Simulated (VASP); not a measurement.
# Ru (P6_3/mmc) in VASP: notebook

The runs below take Ru through single point, with LDA.

Program: VASP 6.6.1. These are calculated values, not measurements. Logs are shortened: lines on timing, memory, paths and dates and some standing lists are left out, and cuts for length are marked.

## Step 1: The cell of the first run

Symmetry: P6_3/mmc, No. 194, hexagonal system. Conventional cell: a = 2.342 Å, b = 2.342 Å, c = 3.748 Å, α = 90.00°, β = 90.00°, γ = 120.00°. Within 3.1 Å of Ru (site symmetry -6m2) lie 12 Ru at 2.31 to 2.34 Å.

## Step 2: Single point, LDA

INCAR reads:

```
SYSTEM = Ru
PREC     = Accurate       ! precision mode
ENCUT    = 520            ! plane-wave cutoff, eV
EDIFF    = 1E-6           ! SCF threshold, eV
ISMEAR   = -1             ! smearing method
SIGMA    = 0.08           ! smearing width, eV
LREAL    = .False.        ! projectors in reciprocal space
LASPH    = .True.         ! aspherical terms in the spheres
NELM     = 100            ! most SCF steps
ALGO     = Normal         ! electronic algorithm
ISIF     = 2              ! what is computed and relaxed
LWAVE    = .False.        ! write WAVECAR
LCHARG   = .False.        ! write CHGCAR
GGA      = CA             ! functional
NBANDS   = 21             ! bands
```

KPOINTS reads:

```
regular mesh
0
Gamma
  18 18 10
  0 0 0
```

POSCAR reads:

```
Ru
1.0
    2.3418379194      0.0000000000      0.0000000000
   -1.1709189597      2.0280911298      0.0000000000
    0.0000000000      0.0000000000      3.7479406495
Ru
2
Direct
    0.3333333333      0.6666666667      0.2500000000
    0.6666666667      0.3333333333      0.7500000000
```

Potentials or basis: VASP PAW LDA potentials, release 64 (Ru_pv).

Launch:

```console
$ cat potpaw_LDA.64/Ru_pv/POTCAR > POTCAR
$ mpirun -np 1 vasp_std > vasp.out
```

OUTCAR:

```text
SYSTEM = Ru
   PREC = Accurate
   ENCUT = 520
   EDIFF = 1E-6
   ISMEAR = -1
   LREAL = .False.
   LASPH = .True.
   NELM = 100
   ISIF = 2
   GGA = CA

 ion  position               nearest neighbor table
   1  0.333  0.667  0.250-   2 2.31   2 2.31   2 2.31   2 2.31   2 2.31   2 2.31   2 3.29   2 3.29
                             2 3.29   2 3.29   2 3.29   2 3.29
   2  0.667  0.333  0.750-   1 2.31   1 2.31   1 2.31   1 2.31   1 2.31   1 2.31   1 3.29   1 3.29
                             1 3.29   1 3.29   1 3.29   1 3.29

  LATTYP: Found a hexagonal cell.
 ALAT       =     2.3418379194
 C/A-ratio  =     1.6004270058

  Lattice vectors:

 A1 = (   2.3418379194,   0.0000000000,   0.0000000000)
 A2 = (  -1.1709189597,   2.0280911298,   0.0000000000)
 A3 = (   0.0000000000,   0.0000000000,   3.7479406495)

Analysis of symmetry for initial positions (statically):
=====================================================================
 Subroutine PRICEL returns:
 Original cell was already a primitive cell.

 Routine SETGRP: Setting up the symmetry group for a
 hexagonal supercell.

 Subroutine GETGRP returns: Found 24 space group operations
 (whereof 12 operations were pure point group operations)
 out of a pool of 24 trial point group operations.

The static configuration has the point symmetry D_3d.
 The point group associated with its full space group is D_6h.

Analysis of symmetry for dynamics (positions and initial velocities):
=====================================================================
 Subroutine PRICEL returns:
 Original cell was already a primitive cell.

 Routine SETGRP: Setting up the symmetry group for a
 hexagonal supercell.

 Subroutine GETGRP returns: Found 24 space group operations
 (whereof 12 operations were pure point group operations)
 out of a pool of 24 trial point group operations.

The dynamic configuration has the point symmetry D_3d.
 The point group associated with its full space group is D_6h.

 Subroutine INISYM returns: Found 24 space group operations
 (whereof 12 operations are pure point group operations),
 and found     1 'primitive' translations

----------------------------------------------------------------------------------------

                                     Primitive cell

  volume of cell :      17.8007

  direct lattice vectors                    reciprocal lattice vectors
     2.341837919  0.000000000  0.000000000     0.427015035  0.246537245  0.000000000
[... 78 lines left out ...]
   ISTART =      0    job   : 0-new  1-cont  2-samecut
   ICHARG =      2    charge: 1-file 2-atom 10-const
   ISPIN  =      1    spin polarized calculation?
   LNONCOLLINEAR =      F non collinear calculations
   LSORBIT =      F    spin-orbit coupling
   LASPH  =      T    aspherical Exc in radial PAW
   ENCUT  =  520.0 eV  38.22 Ry    6.18 a.u.   4.35  4.35  6.97*2*pi/ulx,y,z
   NELM   =    100;   NELMIN=  2; NELMDL= -5     # of ELM steps
   EDIFF  = 0.1E-05   stopping-criterion for ELM
   LREAL  =      F    real-space projection
   EDIFFG = 0.1E-04   stopping-criterion for IOM
   NSW    =      0    number of steps for IOM
   IBRION =     -1    ionic relax: 0-MD 1-quasi-New 2-CG
   NFREE  =      0    steps in history (QN), initial steepest desc. (CG)
   ISIF   =      2    stress and relaxation
   ISYM   =      2    0-nonsym 1-usesym 2-fastsym
   POTIM  = 0.5000    time-step for ionic-motion
   TEBEG  =    0.0;   TEEND  =   0.0 temperature during run
   PSTRESS=    0.0 pullay stress
   NELECT =      28.0000    total number of electrons
   NUPDOWN=      -1.0000    fix difference up-down
   EMIN   =  10.00;   EMAX   =-10.00  energy-range for DOS
   EFERMI =   0.00;   METHOD = LEGACY
   ISMEAR =    -1;   SIGMA  =   0.08  broadening in eV -4-tet -1-fermi 0-gaus
   EFERMI_NEDOS =   21; number of points for ismear=-14 and -15
   IALGO  =     38    algorithm
   IMIX   =      4    mixing-type and parameters
     AMIX     =   0.40;   BMIX     =  1.00
     AMIX_MAG =   1.60;   BMIX_MAG =  1.00
  volume/ion in A,a.u.               =       8.90        60.06
  Fermi-wavevector in a.u.,A,eV,Ry     =   1.903919  3.597886 49.319870  3.624908
  Thomas-Fermi vector in A             =   2.942240
   LORBIT       =      0    0 simple, 1 ext, 2 COOP (PROOUT), +10 PAW based schemes
   GGA     = CA    functional components
   LHFCALC =     F    Hartree Fock is set to
   AEXX    =    0.0000 exact exchange contribution
   IVDW    =     0    specifies the selected vdW correction
   LEPSILON=     F    determine dielectric tensor
   LRPA    =     F    only Hartree local field effects (RPA)
 non-spin polarized calculation
  energy-cutoff  :      520.00
  volume of cell :       17.80
 maximum number of plane-waves:       494
 NGX is ok and might be reduce to    18
   NGX =  9   NGY =  9   NGZ = 13

 number of electron      28.0000000 magnetization

 Free energy of the ion-electron system (eV)
  ---------------------------------------------------
  ext. energy  EPLUGINS =         0.00000000
  ---------------------------------------------------
  free energy    TOTEN  =       -14.95533992 eV

  energy without entropy =      -14.93525928  energy(sigma->0) =      -14.94529960

 E-fermi :  22.2055     XC(G=0): -17.1142

 val. band max:       22.2049970926   @ k =   0.2778   0.2222   0.1000
 cond. band min:      22.2063228403   @ k =   0.2222   0.1111   0.1000
 fundamental gap:      0.0013257477
 Fermi energy:        22.2055154591

 k-point     1 :       0.0000    0.0000    0.0000
  band No.  band energies     occupation
      1     -24.1193      2.00000
      2     -20.6462      2.00000
      3     -20.6462      2.00000
      4     -20.0912      2.00000
      5     -20.0912      2.00000
      6     -19.9859      2.00000
[... 565 lines left out ...]
     20      34.4744      0.00000
     21      37.2448      0.00000

 [... further k-points ...]
[... 5 lines left out ...]
  --------------------------------------------------------------------------------------
  -------------------------------------------------------------------------------------
  Total       38.7455347     38.7455347     38.8066695      0.0000000      0.0000000     -0.0000000
  in kB     3487.3475907   3487.3475909   3492.8501191      0.0000000      0.0000000     -0.0000000
  external PRESSURE =    3489.1817669 kB  Pullay stress =       0.0000000 kB

 VOLUME and BASIS-vectors are now :
 -----------------------------------------------------------------------------
  energy-cutoff  :      520.00
  volume of cell :       17.80
      direct lattice vectors                 reciprocal lattice vectors
     2.341837919  0.000000000  0.000000000     0.427015035  0.246537245  0.000000000
    -1.170918960  2.028091130  0.000000000     0.000000000  0.493074490  0.000000000
     0.000000000  0.000000000  3.747940649     0.000000000  0.000000000  0.266813190

 POSITION                                       TOTAL-FORCE (eV/Angst)
 -----------------------------------------------------------------------------------
     -0.00000      1.35206      0.93699        -0.000000      0.000000      0.000000
      1.17092      0.67603      2.81096         0.000000     -0.000000      0.000000
 -----------------------------------------------------------------------------------
    total drift:                               -0.000000      0.000000     -0.000000

  FREE ENERGIE OF THE ION-ELECTRON SYSTEM (eV)
  ---------------------------------------------------
  free  energy   TOTEN  =       -14.9553399250 eV

  energy  without entropy=      -14.9352592803  energy(sigma->0) =      -14.94529960
```

OSZICAR:

```text
N       E                     dE             d eps       ncg     rms          rms(c)
DAV:   1     0.297390882276E+03    0.29739E+03   -0.17192E+04  9348   0.159E+03
DAV:   2    -0.965063937367E+01   -0.30704E+03   -0.29673E+03  9509   0.472E+02
DAV:   3    -0.158141069537E+02   -0.61635E+01   -0.61298E+01 11454   0.754E+01
DAV:   4    -0.158485806597E+02   -0.34474E-01   -0.34393E-01 10000   0.582E+00
DAV:   5    -0.158487757525E+02   -0.19509E-03   -0.19508E-03 10189   0.432E-01    0.523E+01
DAV:   6    -0.151580827184E+02    0.69069E+00   -0.68418E-01  9999   0.856E+00    0.261E+01
DAV:   7    -0.149633826666E+02    0.19470E+00   -0.31394E-01 10099   0.527E+00    0.231E+00
DAV:   8    -0.149556653232E+02    0.77173E-02   -0.36735E-02 10329   0.230E+00    0.523E-01
DAV:   9    -0.149553210401E+02    0.34428E-03   -0.41513E-04 10509   0.257E-01    0.281E-02
DAV:  10    -0.149553404949E+02   -0.19455E-04   -0.28479E-05 10454   0.546E-02    0.266E-02
DAV:  11    -0.149553399250E+02    0.56999E-06   -0.30640E-06 10099   0.190E-02
   1 F= -.14955340E+02 E0= -.14945300E+02  d E =-.200806E-01
```

stdout:

```text
POSCAR found type information on POSCAR Ru
 POSCAR found :  1 types and       2 ions
 scaLAPACK will be used
 LDA part: xc-table for (Slater(with rela. corr.)+CA(PZ))
 , standard interpolation
 POSCAR, INCAR and KPOINTS ok, starting setup
 FFT: planning ... GRIDC
 FFT: planning ... GRID_SOFT
 FFT: planning ... GRID
 WAVECAR not read
 entering main loop
```

Wall time 86 s (1 thread of Intel Xeon 8259CL, shared host); peak memory 0.17 GiB.

What came out:

```
Free energy            : -14.9553 eV
Pressure               : 348.9 GPa
Band gap on the k mesh : zero (bands 14 and 15 overlap by 6.06 eV)
```

Levels at points of the mesh, in eV from the Fermi level:
| k point | band 12 | band 13 | band 14 | band 15 | band 16 | band 17 |
| --- | --- | --- | --- | --- | --- | --- |
| (0.00, 0.00, 0.00) | -3.68 | -3.68 | -2.53 | -2.53 | 2.03 | 2.03 |
| (0.50, 0.00, 0.00) | -2.60 | -2.02 | 2.94 | 3.71 | 3.74 | 7.48 |
| (0.00, 0.00, 0.50) | -5.18 | -3.79 | -3.79 | 1.05 | 1.05 | 1.05 |
| (0.50, 0.00, 0.50) | -2.02 | 1.12 | 1.12 | 3.41 | 3.41 | 6.08 |

Caveat: the cell stands under pressure; an empty level that is flat over the whole mesh can mark a ghost state of the potentials, or a narrow d or f band.

## Step 3: Single point, LDA (9.95 Å³/atom)

This run uses another cell than the first one, of 9.95 Å³/atom.

INCAR reads:

```
SYSTEM = Ru
  PREC = Accurate
  ENCUT = 520
  EDIFF = 1E-6
  ISMEAR = -1
  SIGMA = 0.08
  LREAL = .FALSE.
  LASPH = .TRUE.
  NELM = 80
  ALGO = Normal
  ISIF = 2
  LWAVE = .FALSE.
  LCHARG = .FALSE.
  GGA = CA
  NBANDS = 21
```

KPOINTS reads:

```
regular mesh
0
G
  18 18 10
  0 0 0
```

POSCAR reads:

```
Ru
1.0
    2.4327897047      0.0000000000      0.0000000000
   -1.2163948524      2.1068576864      0.0000000000
    0.0000000000      0.0000000000      3.8815207648
Ru
2
Direct
    0.3333333333      0.6666666667      0.2500000000
    0.6666666667      0.3333333333      0.7500000000
```

Potentials or basis: VASP PAW LDA potentials, release 64 (Ru_pv).

Launch:

```console
$ cat potpaw_LDA.64/Ru_pv/POTCAR > POTCAR
$ mpirun -np 1 vasp_std > vasp.out
```

Run time: 86 s. Hardware: 1 thread of Intel Xeon 8259CL, shared host; peak memory 0.18 GiB.

The run converged. Its results:

- Free energy: -18.4271 eV
- Pressure: 194.3 GPa
- Band gap on the k mesh: zero (bands 14 and 15 overlap by 5.12 eV)

Stress tensor (GPa, compression positive):
```
194.16   0.00   0.00
  0.00 194.16   0.00
  0.00   0.00 194.50
```

Levels at points of the mesh, in eV from the Fermi level:
| k point | band 12 | band 13 | band 14 | band 15 | band 16 | band 17 |
| --- | --- | --- | --- | --- | --- | --- |
| (0.00, 0.00, 0.00) | -3.09 | -3.09 | -2.14 | -2.14 | 1.81 | 1.81 |
| (0.50, 0.00, 0.00) | -2.28 | -2.07 | 2.48 | 3.15 | 3.16 | 6.36 |
| (0.00, 0.00, 0.50) | -4.39 | -3.65 | -3.65 | 0.91 | 0.91 | 0.91 |
| (0.50, 0.00, 0.50) | -1.69 | 0.86 | 0.86 | 2.88 | 2.88 | 5.14 |

Caveat: the cell stands under pressure.
